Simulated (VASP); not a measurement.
Here is a VASP 6.6.1 calculation.

The input INCAR:

```
  PREC = Accurate
  ENCUT = 520
  EDIFF = 1E-6
  ISMEAR = 0
  SIGMA = 0.02
  LREAL = False
  LASPH = True
  NELM = 150
  ALGO = Normal
  ISIF = 2
  LWAVE = False
  LCHARG = False
  ISPIN = 2
  MAGMOM = 0.07 0.01 0.01 0 0 0 0 0.01 0 0 0 0 0.02
  LORBIT = 11
  LMAXMIX = 4
  GGA = PE
  NBANDS = 68
```

The input KPOINTS:

```
regular mesh
0
Gamma
  3 3 3
```

Contents of POSCAR:

```
HW4S8
1.0
    3.1877473260     -5.5213403304      0.0000000000
   -3.1877473260     -5.5213403304      0.0000000000
    0.0000000000     -3.6808935536     -7.4744493696
W S H
4 8 1
Direct
    0.5044056736      0.4952782250      0.9959062711
    0.0002724998      0.5009050270      0.9985453952
    0.5015163704     -0.0000933359      0.9947469884
    0.0038257449     -0.0000930099      0.9947465870
    0.9054306967      0.9035996231      0.7855347879
    0.4082884249      0.8977873847      0.7856320526
    0.9277364956      0.3985414787      0.7787535526
    0.3949648346      0.3985413414      0.7787550242
    0.7631104384      0.7666643588      0.2071107748
    0.2680558837      0.7585690393      0.2053143883
    0.7654405324      0.2629229750      0.2059147001
    0.2657170535      0.2629232310      0.2059149676
    0.2299716602      0.3763985731      0.6636547730
```

Potentials or basis: VASP PAW PBE potentials, release 64 (W_sv, S, H).

Command:

```sh
$ cat potpaw_PBE.64/W_sv/POTCAR potpaw_PBE.64/S/POTCAR potpaw_PBE.64/H/POTCAR > POTCAR
$ mpirun -np 1 vasp_std > vasp.out
```

(1) What does it give for the site moments?

(2) Estimate the pressure.

Answers

(1) W +0.14, +0.02, -0.00 (each value once); S +0.01, +0.00, -0.00 (each value once); H +0.04 μB.

(2) -0.3 GPa.

Caveat: the k points lie up to 0.39 Å⁻¹ apart.
